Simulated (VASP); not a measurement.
Crystal: GaSb.

```
Ga Sb
1.0
     3.90512    0.00000    0.00000
    -1.95256    3.38193    0.00000
     0.00000    0.00000    6.36534
Ga Sb
2 2
Direct
  0.00000 0.00000 0.00000
  0.00000 0.00000 0.50000
  0.33333 0.66667 0.25000
  0.66667 0.33333 0.75000
```

* Program: VASP 6.6.1
* Task: relaxation of cell and atoms
* Functional: PBE
* Potentials or basis: VASP PAW PBE potentials, release 64 (Ga_d, Sb)
* Cutoff: 600 eV
* k mesh: 12 × 12 × 4
* Occupations: fermi-dirac, width 0.02 eV
* Spin: no spin polarisation

At the start: pressure 13.0 GPa; volume 21.02 Å³/atom.

Task: How do energy, volume and symmetry change on relaxing?

Result: Over 22 steps the energy falls by 135.3 meV/atom and the volume is 24.62 Å³/atom (+17.1 %); space group P6_3/mmc (No. 194, to 0.05 Å).

The path:
```csv
step,energy change (eV),largest force (eV/Å),pressure (GPa),volume (Å³)
1,0.0000,0.0000,13.01,84.07
2,-0.4509,0.0000,-3.23,106.57
3,-0.5313,0.0000,-0.01,99.05
4,-0.5313,0.0000,-0.17,99.37
5,-0.5329,0.0000,-0.15,99.31
6,-0.5354,0.0000,-0.09,99.13
7,-0.5355,0.0000,-0.13,99.09
8,-0.5358,0.0000,-0.12,99.01
9,-0.5389,0.0000,-0.08,98.84
10,-0.5405,0.0000,-0.03,98.48
11,-0.5413,0.0000,-0.06,98.61
12,-0.5413,0.0000,-0.03,98.63
13,-0.5413,0.0000,-0.05,98.65
14,-0.5413,0.0000,0.09,98.37
15,-0.5413,0.0000,-0.06,98.57
16,-0.5413,0.0000,0.03,98.50
17,-0.5413,0.0000,-0.03,98.53
18,-0.5413,0.0000,0.03,98.52
19,-0.5413,0.0000,0.00,98.52
20,-0.5414,0.0000,-0.05,98.49
21,-0.5414,0.0000,-0.02,98.46
22,-0.5414,0.0000,-0.02,98.47
```

Final structure:
```
Ga Sb
1.0
     4.02084    0.00000    0.00000
    -2.01042    3.48215    0.00000
     0.00000    0.00000    7.03329
Ga Sb
2 2
Direct
  0.00000 0.00000 0.00000
  0.00000 0.00000 0.50000
  0.33333 0.66667 0.25000
  0.66667 0.33333 0.75000
```

Caveat: the volume moved by over 15 % at a fixed basis, so the end points are rough.
